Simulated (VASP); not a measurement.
# Cr (Im-3m) in VASP: notebook

Cr is run at these levels: PBE; tasks: single point.

All numbers are computed with VASP 6.6.1; they aren't measurements. Logs are shortened: lines on timing, memory, paths and dates and some standing lists are left out, and cuts for length are marked.

## Step 1: The cell of the first run

The structure is cubic, space group Im-3m (No. 229). The conventional cell has a = 2.848 Å, b = 2.848 Å, c = 2.848 Å, α = 90.00°, β = 90.00°, γ = 90.00°. Cr (site symmetry m-3m) has 14 Cr at 2.47 to 2.85 Å within 3.3 Å.

## Step 2: Single point, PBE, collinear spin, ferromagnetic start

Input file INCAR:

```
PREC = Accurate
ENCUT = 520
EDIFF = 1E-6
ISMEAR = -1
SIGMA = 0.05
LREAL = False
LASPH = True
NELM = 150
ALGO = Normal
ISIF = 2
LWAVE = False
LCHARG = False
ISPIN = 2
MAGMOM = 1.5
LORBIT = 11
LMAXMIX = 4
GGA = PE
NBANDS = 16
```

Input file KPOINTS:

```
Automatic mesh
0
Gamma
  15 15 15
```

Input file POSCAR:

```
Cr
1.0
   -1.4240148648      1.4240148648      1.4240148648
    1.4240148648     -1.4240148648      1.4240148648
    1.4240148648      1.4240148648     -1.4240148648
Cr
1
Direct
    0.0000000000      0.0000000000      0.0000000000
```

Potentials or basis: VASP PAW PBE potentials, release 64 (Cr_pv).

On the command line:

```
$ cat potpaw_PBE.64/Cr_pv/POTCAR > POTCAR
$ mpirun -np 1 vasp_std > vasp.out
```

OUTCAR:

```text
PREC = Accurate
   ENCUT = 520
   EDIFF = 1E-6
   ISMEAR = -1
   LREAL = False
   LASPH = True
   NELM = 150
   ISIF = 2
   ISPIN = 2
   LORBIT = 11
   GGA = PE

 ion  position               nearest neighbor table
   1  0.000  0.000  0.000-

  LATTYP: Found a body centered cubic cell.
 ALAT       =     2.8480297296

  Lattice vectors:

 A1 = (  -1.4240148648,   1.4240148648,   1.4240148648)
 A2 = (   1.4240148648,  -1.4240148648,   1.4240148648)
 A3 = (   1.4240148648,   1.4240148648,  -1.4240148648)

Analysis of symmetry for initial positions (statically):
=====================================================================
 Subroutine PRICEL returns:
 Original cell was already a primitive cell.

 Routine SETGRP: Setting up the symmetry group for a
 body centered cubic supercell.

 Subroutine GETGRP returns: Found 48 space group operations
 (whereof 48 operations were pure point group operations)
 out of a pool of 48 trial point group operations.

The static configuration has the point symmetry O_h .

Analysis of symmetry for dynamics (positions and initial velocities):
=====================================================================
 Subroutine PRICEL returns:
 Original cell was already a primitive cell.

 Routine SETGRP: Setting up the symmetry group for a
 body centered cubic supercell.

 Subroutine GETGRP returns: Found 48 space group operations
 (whereof 48 operations were pure point group operations)
 out of a pool of 48 trial point group operations.

The dynamic configuration has the point symmetry O_h .

Analysis of structural, dynamic, and magnetic symmetry:
=====================================================================
 Subroutine PRICEL returns:
 Original cell was already a primitive cell.

 Routine SETGRP: Setting up the symmetry group for a
 body centered cubic supercell.

 Subroutine GETGRP returns: Found 48 space group operations
 (whereof 48 operations were pure point group operations)
 out of a pool of 48 trial point group operations.

The overall configuration has the point symmetry O_h .

 Subroutine INISYM returns: Found 48 space group operations
 (whereof 48 operations are pure point group operations),
 and found     1 'primitive' translations

----------------------------------------------------------------------------------------

                                     Primitive cell

  volume of cell :      11.5506

  direct lattice vectors                    reciprocal lattice vectors
    -1.424014865  1.424014865  1.424014865     0.000000000  0.351119930  0.351119930
     1.424014865 -1.424014865  1.424014865     0.351119930  0.000000000  0.351119930
     1.424014865  1.424014865 -1.424014865     0.351119930  0.351119930  0.000000000

  length of vectors
     2.466466097  2.466466097  2.466466097     0.496558567  0.496558567  0.496558567

  position of ions in fractional coordinates (direct lattice)
     0.000000000  0.000000000  0.000000000

  ion indices of the primitive-cell ions
   primitive index   ion index
                 1           1

----------------------------------------------------------------------------------------

 KPOINTS: Automatic mesh

Automatic generation of k-mesh.
 Grid dimensions read from file:
 generate k-points for:   15   15   15

 Generating k-lattice:

  Cartesian coordinates                     Fractional coordinates (reciprocal lattice)
     0.000000000  0.023407995  0.023407995     0.066666667  0.000000000  0.000000000
     0.023407995  0.000000000  0.023407995     0.000000000  0.066666667  0.000000000
     0.023407995  0.023407995  0.000000000     0.000000000  0.000000000  0.066666667

  Length of vectors
     0.033103904  0.033103904  0.033103904

  Shift w.r.t. Gamma in fractional coordinates (k-lattice)
     0.000000000  0.000000000  0.000000000

 Subroutine IBZKPT returns following result:
 ===========================================

 Found    120 irreducible k-points:

 Following reciprocal coordinates:
            Coordinates               Weight
  0.000000  0.000000  0.000000      1.000000
  0.066667  0.000000  0.000000     12.000000
  0.133333  0.000000  0.000000     12.000000
  0.200000  0.000000  0.000000     12.000000
  0.266667  0.000000  0.000000     12.000000
  0.333333  0.000000  0.000000     12.000000
[... 16 lines left out ...]
  0.333333  0.200000  0.000000     48.000000
  0.400000  0.200000 -0.000000     24.000000
 [... further k-points ...]
   k-points           NKPTS =    120   k-points in BZ     NKDIM =    120   number of bands    NBANDS=     16
   number of dos      NEDOS =    301   number of ions     NIONS =      1
   total plane-waves  NPLWV =   5832
   dimension x,y,z NGX =    18 NGY =   18 NGZ =   18
   dimension x,y,z NGXF=    36 NGYF=   36 NGZF=   36
   ions per type =               1
   NGX,Y,Z   is equivalent  to a cutoff of  12.13, 12.13, 12.13 a.u.
   NGXF,Y,Z  is equivalent  to a cutoff of  24.26, 24.26, 24.26 a.u.
 SYSTEM =  unknown system
   PREC   = accura    normal or accurate (medium, high low for compatibility)
   ISTART =      0    job   : 0-new  1-cont  2-samecut
   ICHARG =      2    charge: 1-file 2-atom 10-const
   ISPIN  =      2    spin polarized calculation?
   LNONCOLLINEAR =      F non collinear calculations
   LSORBIT =      F    spin-orbit coupling
   LASPH  =      T    aspherical Exc in radial PAW
   ENCUT  =  520.0 eV  38.22 Ry    6.18 a.u.   4.59  4.59  4.59*2*pi/ulx,y,z
   NELM   =    150;   NELMIN=  2; NELMDL= -5     # of ELM steps
   EDIFF  = 0.1E-05   stopping-criterion for ELM
   LREAL  =      F    real-space projection
   EDIFFG = 0.1E-04   stopping-criterion for IOM
   NSW    =      0    number of steps for IOM
   IBRION =     -1    ionic relax: 0-MD 1-quasi-New 2-CG
   NFREE  =      0    steps in history (QN), initial steepest desc. (CG)
   ISIF   =      2    stress and relaxation
   ISYM   =      2    0-nonsym 1-usesym 2-fastsym
   POTIM  = 0.5000    time-step for ionic-motion
   TEBEG  =    0.0;   TEEND  =   0.0 temperature during run
   PSTRESS=    0.0 pullay stress
   NELECT =      12.0000    total number of electrons
   NUPDOWN=      -1.0000    fix difference up-down
   EMIN   =  10.00;   EMAX   =-10.00  energy-range for DOS
   EFERMI =   0.00;   METHOD = LEGACY
   ISMEAR =    -1;   SIGMA  =   0.05  broadening in eV -4-tet -1-fermi 0-gaus
   EFERMI_NEDOS =   21; number of points for ismear=-14 and -15
   IALGO  =     38    algorithm
   IMIX   =      4    mixing-type and parameters
     AMIX     =   0.40;   BMIX     =  1.00
     AMIX_MAG =   1.60;   BMIX_MAG =  1.00
  volume/ion in A,a.u.               =      11.55        77.95
  Fermi-wavevector in a.u.,A,eV,Ry     =   1.658062  3.133283 37.404716  2.749169
  Thomas-Fermi vector in A             =   2.745707
   LORBIT       =     11    0 simple, 1 ext, 2 COOP (PROOUT), +10 PAW based schemes
   GGA     = PE    functional components
   LHFCALC =     F    Hartree Fock is set to
   AEXX    =    0.0000 exact exchange contribution
   IVDW    =     0    specifies the selected vdW correction
   LEPSILON=     F    determine dielectric tensor
   LRPA    =     F    only Hartree local field effects (RPA)
 spin polarized calculation
  energy-cutoff  :      520.00
  volume of cell :       11.55
 maximum number of plane-waves:       321
   NGX =  9   NGY =  9   NGZ =  9

 number of electron      11.9999994 magnetization       0.0011454

 number of electron      11.9999994 magnetization      -0.0004759

 Free energy of the ion-electron system (eV)
  ---------------------------------------------------
  ext. energy  EPLUGINS =         0.00000000
  ---------------------------------------------------
  free energy    TOTEN  =        -9.51376291 eV

  energy without entropy =       -9.50537120  energy(sigma->0) =       -9.50956706

 E-fermi :  10.9813     XC(G=0): -13.6724

 val. band max:       10.9632469227   @ k =  -0.3333   0.4000   0.2667
 cond. band min:      10.9872033916   @ k =   0.0667   0.0667   0.0667
 fundamental gap:      0.0239564689
 Fermi energy:        10.9813086556

 spin component 1

 k-point     1 :       0.0000    0.0000    0.0000
  band No.  band energies     occupation
      1     -31.7401      1.00000
      2     -31.7401      1.00000
      3     -31.7401      1.00000
      4       3.1162      1.00000
      5      10.0716      1.00000
      6      10.0716      1.00000
[... 8 lines left out ...]
     15      40.7702      0.00000
     16      45.3374      0.00000

 k-point     2 :       0.0667    0.0000    0.0000
  band No.  band energies     occupation
      1     -31.7815      1.00000
      2     -31.7528      1.00000
      3     -31.7404      1.00000
      4       3.3114      1.00000
      5       9.9961      1.00000
      6      10.0586      1.00000
[... 8 lines left out ...]
     15      41.1899      0.00000
     16      43.3502      0.00000

 k-point     3 :       0.1333    0.0000    0.0000
  band No.  band energies     occupation
      1     -31.8977      1.00000
      2     -31.7886      1.00000
      3     -31.7411      1.00000
      4       3.8724      1.00000
      5       9.7877      1.00000
      6       9.9909      1.00000
[... 8 lines left out ...]
     15      40.9239      0.00000
     16      41.1381      0.00000

 k-point     4 :       0.2000    0.0000    0.0000
  band No.  band energies     occupation
      1     -32.0664      1.00000
      2     -31.8410      1.00000
      3     -31.7421      1.00000
      4       4.7149      1.00000
      5       9.4930      1.00000
      6       9.8410      1.00000
[... 8 lines left out ...]
     15      39.8001      0.00000
     16      40.0756      0.00000
[... 324 lines left out ...]
 k-point    22 :       0.2667    0.2000    0.0000
  band No.  band energies     occupation
      1     -32.4812      1.00000
      2     -32.0673      1.00000
      3     -31.8236      1.00000
      4       7.3830      1.00000
      5       8.6850      1.00000
      6       9.3989      1.00000
[... 8 lines left out ...]
     15      40.3966      0.00000
     16      45.3594      0.00000

 k-point    23 :       0.3333    0.2000    0.0000
  band No.  band energies     occupation
      1     -32.5274      1.00000
      2     -32.1329      1.00000
      3     -31.8294      1.00000
      4       7.4561      1.00000
      5       8.6344      1.00000
      6       9.7057      1.00000
[... 8 lines left out ...]
     15      40.3100      0.00000
     16      45.4046      0.00000

 k-point    24 :       0.4000    0.2000   -0.0000
  band No.  band energies     occupation
      1     -32.5421      1.00000
      2     -32.1579      1.00000
      3     -31.8312      1.00000
      4       7.4355      1.00000
      5       8.6247      1.00000
      6       9.8545      1.00000
[... 8 lines left out ...]
     15      40.2398      0.00000
     16      45.3274      0.00000

 [... further k-points ...]

 spin component 2

 k-point     1 :       0.0000    0.0000    0.0000
  band No.  band energies     occupation
      1     -31.7405      1.00000
      2     -31.7405      1.00000
      3     -31.7405      1.00000
      4       3.1161      1.00000
      5      10.0712      1.00000
      6      10.0712      1.00000
[... 8 lines left out ...]
     15      40.7700      0.00000
     16      45.3374      0.00000

 k-point     2 :       0.0667    0.0000    0.0000
  band No.  band energies     occupation
      1     -31.7819      1.00000
      2     -31.7531      1.00000
      3     -31.7407      1.00000
      4       3.3112      1.00000
      5       9.9957      1.00000
      6      10.0582      1.00000
[... 8 lines left out ...]
     15      41.1896      0.00000
     16      43.3500      0.00000

 k-point     3 :       0.1333    0.0000    0.0000
  band No.  band energies     occupation
      1     -31.8981      1.00000
      2     -31.7889      1.00000
      3     -31.7414      1.00000
      4       3.8723      1.00000
      5       9.7873      1.00000
      6       9.9905      1.00000
[... 8 lines left out ...]
     15      40.9237      0.00000
     16      41.1378      0.00000

 k-point     4 :       0.2000    0.0000    0.0000
  band No.  band energies     occupation
      1     -32.0668      1.00000
      2     -31.8413      1.00000
      3     -31.7425      1.00000
      4       4.7148      1.00000
      5       9.4926      1.00000
      6       9.8406      1.00000
[... 8 lines left out ...]
     15      39.7999      0.00000
     16      40.0754      0.00000
[... 324 lines left out ...]
 k-point    22 :       0.2667    0.2000    0.0000
  band No.  band energies     occupation
      1     -32.4816      1.00000
      2     -32.0677      1.00000
      3     -31.8239      1.00000
      4       7.3828      1.00000
      5       8.6846      1.00000
      6       9.3986      1.00000
[... 8 lines left out ...]
     15      40.3965      0.00000
     16      45.3593      0.00000

 k-point    23 :       0.3333    0.2000    0.0000
  band No.  band energies     occupation
      1     -32.5278      1.00000
      2     -32.1333      1.00000
      3     -31.8298      1.00000
      4       7.4558      1.00000
      5       8.6341      1.00000
      6       9.7054      1.00000
[... 8 lines left out ...]
     15      40.3099      0.00000
     16      45.4044      0.00000

 k-point    24 :       0.4000    0.2000   -0.0000
  band No.  band energies     occupation
      1     -32.5425      1.00000
      2     -32.1583      1.00000
      3     -31.8316      1.00000
      4       7.4352      1.00000
      5       8.6243      1.00000
      6       9.8542      1.00000
[... 8 lines left out ...]
     15      40.2397      0.00000
     16      45.3272      0.00000

 [... further k-points ...]
[... 5 lines left out ...]
  --------------------------------------------------------------------------------------
  -------------------------------------------------------------------------------------
  Total       -0.0412719     -0.0412719     -0.0412719     -0.0000000     -0.0000000      0.0000000
  in kB       -5.7248129     -5.7248129     -5.7248129     -0.0000000     -0.0000000      0.0000000
  external PRESSURE =      -5.7248129 kB  Pullay stress =       0.0000000 kB

 VOLUME and BASIS-vectors are now :
 -----------------------------------------------------------------------------
  energy-cutoff  :      520.00
  volume of cell :       11.55
      direct lattice vectors                 reciprocal lattice vectors
    -1.424014865  1.424014865  1.424014865     0.000000000  0.351119930  0.351119930
     1.424014865 -1.424014865  1.424014865     0.351119930  0.000000000  0.351119930
     1.424014865  1.424014865 -1.424014865     0.351119930  0.351119930  0.000000000

 POSITION                                       TOTAL-FORCE (eV/Angst)
 -----------------------------------------------------------------------------------
      0.00000      0.00000      0.00000         0.000000     -0.000000      0.000000
 -----------------------------------------------------------------------------------
    total drift:                                0.000000      0.000000      0.000000

  FREE ENERGIE OF THE ION-ELECTRON SYSTEM (eV)
  ---------------------------------------------------
  free  energy   TOTEN  =        -9.5137629131 eV

  energy  without entropy=       -9.5053711980  energy(sigma->0) =       -9.50956706

 total charge

# of ion       s       p       d       tot
------------------------------------------
    1        0.440   6.403   4.216  11.059

 magnetization (x)

# of ion       s       p       d       tot
------------------------------------------
    1        0.000  -0.000  -0.000  -0.000
```

Wall time 26 s (1 thread of Intel Xeon 6975P-C, shared host); peak memory 0.15 GiB.

Results:

```yaml
Free_energy: -9.5138 eV
Pressure: -0.6 GPa
Band_gap_on_the_k_mesh: zero (filled and empty bands overlap)
Net_moment: 0.00 μB per cell
Valence_electrons_inside_the_program's_atomic_spheres: Cr 11.06
```

Caveat: the starting moments collapsed, and a magnetic state may lie lower.

(Continued in part 2 of 2.)
